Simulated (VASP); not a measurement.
A run of VASP 6.6.1 is set up as follows.

The input INCAR:

```
  PREC = Accurate
  ENCUT = 520
  EDIFF = 1E-6
  ISMEAR = -1
  SIGMA = 0.1
  LREAL = False
  LASPH = True
  NELM = 60
  ALGO = Normal
  ISIF = 2
  LWAVE = False
  LCHARG = False
  GGA = RE
  NBANDS = 28
```

File KPOINTS:

```
Automatic mesh
0
Gamma
  15 15 4
```

The input POSCAR:

```
Pd
1.0
    2.8394911557      0.0000000000      0.0000000000
   -1.4197455779      2.4590714747      0.0000000000
    0.0000000000      0.0000000000      9.3575569513
Pd
4
Direct
    1.0000000000      1.0000000000      0.0000000000
    1.0000000000      1.0000000000      0.5000000000
    0.3333333333      0.6666666667      0.2500000000
    0.6666666667      0.3333333333      0.7500000000
```

Potentials or basis: VASP PAW PBE potentials, release 64 (Pd).

Launch:

```bash
$ cat potpaw_PBE.64/Pd/POTCAR > POTCAR
$ mpirun -np 1 vasp_std > vasp.out
```

Task: Predict the pressure.

Result: -5.5 GPa.

Task: Estimate the band gap on the k mesh.

Result: Zero (bands 20 and 21 overlap by 0.78 eV).

Stress tensor (GPa, compression positive):
```
-5.46  0.00  0.00
 0.00 -5.46  0.00
 0.00  0.00 -5.64
```

Caveat: the cell stands under tension; the PAW data sets were made with another functional, which shifts forces and pressure a little.
